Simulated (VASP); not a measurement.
# Zn (Pm-3m) in VASP: further runs

Zn is run at these levels: RPBE; tasks: single point.

Program: VASP 6.6.1. These are calculated values, not measurements. Logs are shortened: lines on timing, memory, paths and dates and some standing lists are left out, and cuts for length are marked.

## (1) The cell of the first run

It takes space group Pm-3m (No. 221, cubic). Conventional cell: a = 2.676 Å, b = 2.676 Å, c = 2.676 Å, α = 90.00°, β = 90.00°, γ = 90.00°. Zn (site symmetry m-3m) has 6 Zn at 2.68 Å within 3.5 Å.

## (2) Single point, RPBE

Input file INCAR:

```
PREC = Accurate ; ENCUT = 520
EDIFF = 1E-6 ; ISMEAR = -1
SIGMA = 0.1 ; LREAL = F
LASPH = T ; NELM = 80
ALGO = Normal ; ISIF = 2
LWAVE = F ; LCHARG = F
GGA = RP ; NBANDS = 12
```

Input file KPOINTS:

```
Automatic mesh
0
Gamma
  12 12 12
```

Input file POSCAR:

```
Zn
1.0
    2.6755884316      0.0000000000      0.0000000000
    0.0000000000      2.6755884316      0.0000000000
    0.0000000000      0.0000000000      2.6755884316
Zn
1
Direct
    0.0000000000      0.0000000000      0.0000000000
```

Potentials or basis: VASP PAW PBE potentials, release 64 (Zn).

Started as:

```
cat potpaw_PBE.64/Zn/POTCAR > POTCAR
mpirun -np 1 vasp_std > vasp.out
```

OUTCAR:

```text
PREC = Accurate
   ENCUT = 520
   EDIFF = 1E-6
   ISMEAR = -1
   LREAL = F
   LASPH = T
   NELM = 80
   ISIF = 2
   GGA = RP

 ion  position               nearest neighbor table
   1  0.000  0.000  0.000-

  LATTYP: Found a simple cubic cell.
 ALAT       =     2.6755884316

  Lattice vectors:

 A1 = (   2.6755884316,   0.0000000000,   0.0000000000)
 A2 = (   0.0000000000,   2.6755884316,   0.0000000000)
 A3 = (   0.0000000000,   0.0000000000,   2.6755884316)

Analysis of symmetry for initial positions (statically):
=====================================================================
 Subroutine PRICEL returns:
 Original cell was already a primitive cell.

 Routine SETGRP: Setting up the symmetry group for a
 simple cubic supercell.

 Subroutine GETGRP returns: Found 48 space group operations
 (whereof 48 operations were pure point group operations)
 out of a pool of 48 trial point group operations.

The static configuration has the point symmetry O_h .

Analysis of symmetry for dynamics (positions and initial velocities):
=====================================================================
 Subroutine PRICEL returns:
 Original cell was already a primitive cell.

 Routine SETGRP: Setting up the symmetry group for a
 simple cubic supercell.

 Subroutine GETGRP returns: Found 48 space group operations
 (whereof 48 operations were pure point group operations)
 out of a pool of 48 trial point group operations.

The dynamic configuration has the point symmetry O_h .

 Subroutine INISYM returns: Found 48 space group operations
 (whereof 48 operations are pure point group operations),
 and found     1 'primitive' translations

----------------------------------------------------------------------------------------

                                     Primitive cell

  volume of cell :      19.1539

  direct lattice vectors                    reciprocal lattice vectors
     2.675588432  0.000000000  0.000000000     0.373749560  0.000000000  0.000000000
     0.000000000  2.675588432  0.000000000     0.000000000  0.373749560  0.000000000
     0.000000000  0.000000000  2.675588432     0.000000000  0.000000000  0.373749560

  length of vectors
     2.675588432  2.675588432  2.675588432     0.373749560  0.373749560  0.373749560

  position of ions in fractional coordinates (direct lattice)
     0.000000000  0.000000000  0.000000000

  ion indices of the primitive-cell ions
   primitive index   ion index
                 1           1

----------------------------------------------------------------------------------------

 KPOINTS: Automatic mesh

Automatic generation of k-mesh.
 Grid dimensions read from file:
 generate k-points for:   12   12   12

 Generating k-lattice:

  Cartesian coordinates                     Fractional coordinates (reciprocal lattice)
     0.031145797  0.000000000  0.000000000     0.083333333  0.000000000  0.000000000
     0.000000000  0.031145797  0.000000000     0.000000000  0.083333333  0.000000000
     0.000000000  0.000000000  0.031145797     0.000000000  0.000000000  0.083333333

  Length of vectors
     0.031145797  0.031145797  0.031145797

  Shift w.r.t. Gamma in fractional coordinates (k-lattice)
     0.000000000  0.000000000  0.000000000

 Subroutine IBZKPT returns following result:
 ===========================================

 Found     84 irreducible k-points:

 Following reciprocal coordinates:
            Coordinates               Weight
  0.000000  0.000000  0.000000      1.000000
  0.083333  0.000000  0.000000      6.000000
  0.166667  0.000000  0.000000      6.000000
  0.250000  0.000000  0.000000      6.000000
  0.333333  0.000000  0.000000      6.000000
  0.416667  0.000000  0.000000      6.000000
[... 16 lines left out ...]
  0.333333  0.333333  0.000000     12.000000
  0.416667  0.333333  0.000000     24.000000
 [... further k-points ...]
   k-points           NKPTS =     84   k-points in BZ     NKDIM =     84   number of bands    NBANDS=     12
   number of dos      NEDOS =    301   number of ions     NIONS =      1
   total plane-waves  NPLWV =   8000
   dimension x,y,z NGX =    20 NGY =   20 NGZ =   20
   dimension x,y,z NGXF=    40 NGYF=   40 NGZF=   40
   ions per type =               1
   NGX,Y,Z   is equivalent  to a cutoff of  12.43, 12.43, 12.43 a.u.
   NGXF,Y,Z  is equivalent  to a cutoff of  24.85, 24.85, 24.85 a.u.
 SYSTEM =  unknown system
   PREC   = accura    normal or accurate (medium, high low for compatibility)
   ISTART =      0    job   : 0-new  1-cont  2-samecut
   ICHARG =      2    charge: 1-file 2-atom 10-const
   ISPIN  =      1    spin polarized calculation?
   LNONCOLLINEAR =      F non collinear calculations
   LSORBIT =      F    spin-orbit coupling
   LASPH  =      T    aspherical Exc in radial PAW
   ENCUT  =  520.0 eV  38.22 Ry    6.18 a.u.   4.97  4.97  4.97*2*pi/ulx,y,z
   NELM   =     80;   NELMIN=  2; NELMDL= -5     # of ELM steps
   EDIFF  = 0.1E-05   stopping-criterion for ELM
   LREAL  =      F    real-space projection
   EDIFFG = 0.1E-04   stopping-criterion for IOM
   NSW    =      0    number of steps for IOM
   IBRION =     -1    ionic relax: 0-MD 1-quasi-New 2-CG
   NFREE  =      0    steps in history (QN), initial steepest desc. (CG)
   ISIF   =      2    stress and relaxation
   ISYM   =      2    0-nonsym 1-usesym 2-fastsym
   POTIM  = 0.5000    time-step for ionic-motion
   TEBEG  =    0.0;   TEEND  =   0.0 temperature during run
   PSTRESS=    0.0 pullay stress
   NELECT =      12.0000    total number of electrons
   NUPDOWN=      -1.0000    fix difference up-down
   EMIN   =  10.00;   EMAX   =-10.00  energy-range for DOS
   EFERMI =   0.00;   METHOD = LEGACY
   ISMEAR =    -1;   SIGMA  =   0.10  broadening in eV -4-tet -1-fermi 0-gaus
   EFERMI_NEDOS =   21; number of points for ismear=-14 and -15
   IALGO  =     38    algorithm
   IMIX   =      4    mixing-type and parameters
     AMIX     =   0.40;   BMIX     =  1.00
     AMIX_MAG =   1.60;   BMIX_MAG =  1.00
  volume/ion in A,a.u.               =      19.15       129.26
  Fermi-wavevector in a.u.,A,eV,Ry     =   1.400821  2.647168 26.698700  1.962299
  Thomas-Fermi vector in A             =   2.523743
   LORBIT       =      0    0 simple, 1 ext, 2 COOP (PROOUT), +10 PAW based schemes
   GGA     = RP    functional components
   LHFCALC =     F    Hartree Fock is set to
   AEXX    =    0.0000 exact exchange contribution
   IVDW    =     0    specifies the selected vdW correction
   LEPSILON=     F    determine dielectric tensor
   LRPA    =     F    only Hartree local field effects (RPA)
 non-spin polarized calculation
  energy-cutoff  :      520.00
  volume of cell :       19.15
 maximum number of plane-waves:       536
 NGX is ok and might be reduce to    20
   NGX =  9   NGY =  9   NGZ =  9

 number of electron      12.0000036 magnetization

 Free energy of the ion-electron system (eV)
  ---------------------------------------------------
  ext. energy  EPLUGINS =         0.00000000
  ---------------------------------------------------
  free energy    TOTEN  =        -0.53888803 eV

  energy without entropy =       -0.52468873  energy(sigma->0) =       -0.53178838

 E-fermi :   1.6410     XC(G=0): -10.1941

 val. band max:        1.6159562867   @ k =   0.4167   0.3333   0.3333
 cond. band min:       1.6437638107   @ k =   0.4167   0.1667   0.0833
 fundamental gap:      0.0278075241
 Fermi energy:         1.6409669155

 k-point     1 :       0.0000    0.0000    0.0000
  band No.  band energies     occupation
      1      -6.9834      2.00000
      2      -6.1042      2.00000
      3      -6.1042      2.00000
      4      -5.0660      2.00000
      5      -5.0660      2.00000
      6      -5.0660      2.00000
      7      13.4682      0.00000
      8      13.4682      0.00000
      9      13.4682      0.00000
     10      16.2774      0.00000
     11      16.2774      0.00000
     12      18.7399      0.00000

 k-point     2 :       0.0833    0.0000    0.0000
  band No.  band energies     occupation
      1      -6.8373      2.00000
      2      -6.0969      2.00000
      3      -6.0636      2.00000
      4      -5.0869      2.00000
      5      -5.0869      2.00000
      6      -5.0643      2.00000
      7      11.4071      0.00000
      8      13.6380      0.00000
      9      13.6380      0.00000
     10      16.3901      0.00000
     11      17.5502      0.00000
     12      19.8645      0.00000

 k-point     3 :       0.1667    0.0000    0.0000
  band No.  band energies     occupation
      1      -6.4560      2.00000
      2      -6.0768      2.00000
      3      -5.8921      2.00000
      4      -5.1433      2.00000
      5      -5.1433      2.00000
      6      -5.0595      2.00000
      7       8.5048      0.00000
      8      14.1381      0.00000
      9      14.1381      0.00000
     10      16.7309      0.00000
     11      18.1911      0.00000
     12      23.1074      0.00000
[... 286 lines left out ...]
 k-point    23 :       0.3333    0.3333    0.0000
  band No.  band energies     occupation
      1      -5.8965      2.00000
      2      -5.7932      2.00000
      3      -5.2659      2.00000
      4      -5.2524      2.00000
      5      -5.2434      2.00000
      6      -1.9902      2.00000
      7       4.6294      0.00000
      8       6.5063      0.00000
      9      13.1319      0.00000
     10      18.5254      0.00000
     11      20.8208      0.00000
     12      25.7421      0.00000

 k-point    24 :       0.4167    0.3333    0.0000
  band No.  band energies     occupation
      1      -5.8796      2.00000
      2      -5.8660      2.00000
      3      -5.3098      2.00000
      4      -5.2505      2.00000
      5      -5.1147      2.00000
      6      -0.6618      2.00000
      7       3.0341      0.00000
      8       7.0239      0.00000
      9      11.1618      0.00000
     10      19.6990      0.00000
     11      21.8433      0.00000
     12      24.7585      0.00000

 [... further k-points ...]

------------------------ aborting loop because EDIFF is reached ----------------------------------------

  FORCE on cell =-STRESS in cart. coord.  units (eV):
  Direction    XX          YY          ZZ          XY          YZ          ZX
  --------------------------------------------------------------------------------------
  -------------------------------------------------------------------------------------
  Total        0.0126580      0.0126580      0.0126580     -0.0000000      0.0000000      0.0000000
  in kB        1.0588099      1.0588099      1.0588099     -0.0000000      0.0000000      0.0000000
  external PRESSURE =       1.0588099 kB  Pullay stress =       0.0000000 kB

 VOLUME and BASIS-vectors are now :
 -----------------------------------------------------------------------------
  energy-cutoff  :      520.00
  volume of cell :       19.15
      direct lattice vectors                 reciprocal lattice vectors
     2.675588432  0.000000000  0.000000000     0.373749560  0.000000000  0.000000000
     0.000000000  2.675588432  0.000000000     0.000000000  0.373749560  0.000000000
     0.000000000  0.000000000  2.675588432     0.000000000  0.000000000  0.373749560

 POSITION                                       TOTAL-FORCE (eV/Angst)
 -----------------------------------------------------------------------------------
      0.00000      0.00000      0.00000         0.000000      0.000000      0.000000
 -----------------------------------------------------------------------------------
    total drift:                                0.000000      0.000000      0.000000

  FREE ENERGIE OF THE ION-ELECTRON SYSTEM (eV)
  ---------------------------------------------------
  free  energy   TOTEN  =        -0.5388880263 eV

  energy  without entropy=       -0.5246887328  energy(sigma->0) =       -0.53178838
```

Wall time 7.2 s (1 thread of Intel Xeon Platinum 8375C at 2.90GHz (Ice Lake), shared host); peak memory 0.13 GiB.

What came out:

```yaml
Free_energy: -0.5389 eV
Pressure: 0.1 GPa
Band_gap_on_the_k_mesh: zero (band 6 reaches 6.98 eV, above the bottom of band 7 at -0.93 eV)
```

Caveat: the PAW data sets were made with another functional, which shifts forces and pressure a little.

## (3) Single point, RPBE

Input file INCAR:

```
PREC = Accurate ; ENCUT = 520
EDIFF = 1E-6 ; ISMEAR = -1
SIGMA = 0.1 ; LREAL = False
LASPH = True ; NELM = 60
ALGO = Normal ; ISIF = 2
LWAVE = False ; LCHARG = False
GGA = RP ; NBANDS = 12
```

Input file KPOINTS:

```
Automatic mesh
0
Gamma
  13 13 13
```

POSCAR is that of step 2.

Potentials or basis: VASP PAW PBE potentials, release 64 (Zn).

Started as:

```
cat potpaw_PBE.64/Zn/POTCAR > POTCAR
mpirun -np 1 vasp_std > vasp.out
```

OUTCAR:

```text
PREC = Accurate
   ENCUT = 520
   EDIFF = 1E-6
   ISMEAR = -1
   LREAL = False
   LASPH = True
   NELM = 60
   ISIF = 2
   GGA = RP

 ion  position               nearest neighbor table
   1  0.000  0.000  0.000-

  LATTYP: Found a simple cubic cell.
 ALAT       =     2.6755884316

  Lattice vectors:

 A1 = (   2.6755884316,   0.0000000000,   0.0000000000)
 A2 = (   0.0000000000,   2.6755884316,   0.0000000000)
[... 537 lines left out ...]
     10      18.9026      0.00000
     11      21.1486      0.00000
     12      25.1111      0.00000

 [... further k-points ...]

------------------------ aborting loop because EDIFF is reached ----------------------------------------

  FORCE on cell =-STRESS in cart. coord.  units (eV):
  Direction    XX          YY          ZZ          XY          YZ          ZX
  --------------------------------------------------------------------------------------
  -------------------------------------------------------------------------------------
  Total        0.0224366      0.0224366      0.0224366      0.0000000      0.0000000     -0.0000000
  in kB        1.8767678      1.8767678      1.8767678      0.0000000      0.0000000     -0.0000000
  external PRESSURE =       1.8767678 kB  Pullay stress =       0.0000000 kB

 VOLUME and BASIS-vectors are now :
 -----------------------------------------------------------------------------
  energy-cutoff  :      520.00
  volume of cell :       19.15
      direct lattice vectors                 reciprocal lattice vectors
     2.675588432  0.000000000  0.000000000     0.373749560  0.000000000  0.000000000
     0.000000000  2.675588432  0.000000000     0.000000000  0.373749560  0.000000000
     0.000000000  0.000000000  2.675588432     0.000000000  0.000000000  0.373749560

 POSITION                                       TOTAL-FORCE (eV/Angst)
 -----------------------------------------------------------------------------------
      0.00000      0.00000      0.00000         0.000000      0.000000      0.000000
 -----------------------------------------------------------------------------------
    total drift:                                0.000000      0.000000      0.000000

  FREE ENERGIE OF THE ION-ELECTRON SYSTEM (eV)
  ---------------------------------------------------
  free  energy   TOTEN  =        -0.5462221100 eV

  energy  without entropy=       -0.5356512203  energy(sigma->0) =       -0.54093667
```

OSZICAR:

```text
N       E                     dE             d eps       ncg     rms          rms(c)
DAV:   1     0.445667077095E+02    0.44567E+02   -0.65376E+03  2024   0.144E+03
DAV:   2     0.946230464959E+00   -0.43620E+02   -0.41483E+02  2100   0.214E+02
DAV:   3    -0.589899030537E+00   -0.15361E+01   -0.15340E+01  2356   0.393E+01
DAV:   4    -0.594798935591E+00   -0.48999E-02   -0.48997E-02  2208   0.231E+00
DAV:   5    -0.594804161283E+00   -0.52257E-05   -0.52256E-05  2352   0.710E-02    0.176E+00
DAV:   6    -0.548821219073E+00    0.45983E-01   -0.23734E-01  2368   0.937E+00    0.143E+00
DAV:   7    -0.547015035437E+00    0.18062E-02   -0.52263E-03  2148   0.120E+00    0.705E-01
DAV:   8    -0.546198175430E+00    0.81686E-03   -0.13608E-03  2264   0.440E-01    0.351E-02
DAV:   9    -0.546219818762E+00   -0.21643E-04   -0.59814E-05  2192   0.750E-02    0.163E-02
DAV:  10    -0.546222275364E+00   -0.24566E-05   -0.28346E-06  2240   0.187E-02    0.143E-03
DAV:  11    -0.546222109993E+00    0.16537E-06   -0.66464E-08  1188   0.362E-03
   1 F= -.54622211E+00 E0= -.54093667E+00  d E =-.105709E-01
```

Run time: 7.1 s. Hardware: 1 thread of Intel Xeon Platinum 8375C at 2.90GHz (Ice Lake), shared host; peak memory 0.13 GiB.

Results:

- Free energy: -0.5462 eV
- Pressure: 0.2 GPa
- Band gap on the k mesh: zero (band 6 reaches 6.09 eV, above the bottom of band 7 at -0.19 eV)

Levels at points of the mesh, in eV from the Fermi level:
```tsv
k point	band 2	band 3	band 4	band 5	band 6	band 7	band 8	band 9	band 10	band 11
(0.00, 0.00, 0.00)	-7.78	-7.78	-6.75	-6.75	-6.75	11.79	11.79	11.79	14.60	14.60
```

Caveat: the PAW data sets were made with another functional, which shifts forces and pressure a little.

(Part 1 of 2 ends here.)
